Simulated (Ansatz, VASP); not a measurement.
Two plane-wave programs on BiTe

The input INCAR:

```
SYSTEM = BiTe
  PREC = Accurate
  ENCUT = 520
  EDIFF = 1E-6
  ISMEAR = 0
  SIGMA = 0.15
  LREAL = .False.
  LASPH = .True.
  NELM = 100
  ALGO = Normal
  ISIF = 2
  LWAVE = .False.
  LCHARG = .True.
  GGA = PE
  LELF = .True.
  LVHAR = .True.
  NBANDS = 18
```

The input KPOINTS:

```
regular mesh
0
Gamma
  14 14 14
  0 0 0
```

POSCAR

```
BiTe
1.0
   -0.7010703083      2.9251554243      2.9251554243
    2.9251554243     -0.7010703083      2.9251554243
    2.9251554243      2.9251554243     -0.7010703083
Bi Te
1 1
Direct
    0.0000000000      0.0000000000      0.0000000000
    0.5000000000      0.5000000000      0.5000000000
```

Input for Ansatz:

```yaml
crystal:
  lattice:
    - [-0.7010703083, 2.9251554243, 2.9251554243]
    - [2.9251554243, -0.7010703083, 2.9251554243]
    - [2.9251554243, 2.9251554243, -0.7010703083]
  atoms:
    - { symbol: Bi, position: [0.0, 0.0, 0.0] }
    - { symbol: Te, position: [0.5, 0.5, 0.5] }
basis:
  ecutwfc: 420
kpoints:
  mp_grid: { grid: [14, 14, 14] }
hamiltonian:
  xc: pbe
scf:
  occupations: { method: gaussian, width: 0.15 }
output:
  forces: true
  stress: true
  eigenvalues: true
```

Alike in both runs: task single point; functional PBE; k mesh 14 × 14 × 14; occupations gaussian, width 0.15 eV; no spin polarisation.

|  | VASP | Ansatz |
| --- | --- | --- |
| version | VASP 6.6.1 | Ansatz 0.2.0 |
| potentials or method | VASP PAW PBE potentials, release 64 (Bi_d, Te), cutoff 520 eV | scalar-relativistic, plane waves, PAW |
| valence electrons in the cell | 21 | 31 |

Ansatz gave:

* gap on the k mesh at the Fermi level (eV): none
* pressure (GPa): -2.0
* traceless stress, the component that is largest in VASP (GPa): 1.32

**Question.** Estimate VASP's values.

**Answer.** gap on the k mesh at the Fermi level (eV): none; pressure (GPa): -2.1; traceless stress, the component that is largest in VASP (GPa): 1.32.

A gap of «none» marks a metal or a gap that the smearing closes. VASP's potentials hold 21 valence electrons a cell and Ansatz's 31, so a difference there can come from the potentials and not from the codes.

Neither program's run includes spin-orbit coupling.
